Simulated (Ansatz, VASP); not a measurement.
# Ge in VASP and in Ansatz

POSCAR

```
Ge
1.0
    0.0000000000      2.7795796513      2.7795796513
    2.7795796513      0.0000000000      2.7795796513
    2.7795796513      2.7795796513      0.0000000000
Ge
2
Direct
    0.0000000000      0.0000000000      0.0000000000
    0.2500000000      0.2500000000      0.2500000000
```

Contents of INCAR.step1:

```
  PREC = Accurate
  ENCUT = 520
  ISMEAR = 0
  SIGMA = 0.02
  LREAL = False
  LASPH = True
  NELM = 80
  NBANDS = 21
  GGA = PE
  ALGO = Normal
  EDIFF = 1E-4
  LWAVE = True
  LCHARG = False
```

The input INCAR.step2:

```
  PREC = Accurate
  ENCUT = 520
  EDIFF = 1E-7
  ISMEAR = 0
  SIGMA = 0.02
  LREAL = False
  LASPH = True
  NELM = 80
  ALGO = Normal
  ISIF = 2
  LWAVE = False
  LCHARG = True
  METAGGA = R2SCAN
  LMIXTAU = True
  LELF = True
  LVHAR = True
  NBANDS = 21
  ISTART = 1
```

The input KPOINTS:

```
regular mesh
0
Gamma
  12 12 12
```

Input for Ansatz:

```yaml
crystal:
  lattice:
    - [0.0, 2.7795796513, 2.7795796513]
    - [2.7795796513, 0.0, 2.7795796513]
    - [2.7795796513, 2.7795796513, 0.0]
  atoms:
    - { symbol: Ge, position: [0.0, 0.0, 0.0] }
    - { symbol: Ge, position: [0.25, 0.25, 0.25] }
basis:
  ecutwfc: 500
kpoints:
  mp_grid: { grid: [12, 12, 12] }
hamiltonian:
  xc: r2scan
scf:
  occupations: { method: gaussian, width: 0.02 }
output:
  forces: true
  stress: true
  eigenvalues: true
```

Alike in both runs: task single point; functional r2SCAN; k mesh 12 × 12 × 12; occupations gaussian, width 0.02 eV; no spin polarisation.

```csv
,VASP,Ansatz
version,VASP 6.6.1,Ansatz 0.2.0
potentials or method,"VASP PAW PBE potentials, release 64 (Ge_d), cutoff 520 eV","scalar-relativistic, plane waves, PAW"
valence electrons in the cell,28,28
```

Ansatz gave:

```
gap on the k mesh at the Fermi level (eV) : 0.65
least direct gap on the mesh (eV)         : 0.97
pressure (GPa)                            : 5.1
```

Q: Estimate VASP's values.

A: gap on the k mesh at the Fermi level (eV): 0.62; least direct gap on the mesh (eV): 0.92; pressure (GPa): 5.2.

VASP's potentials were made for PBE, not for r2SCAN.
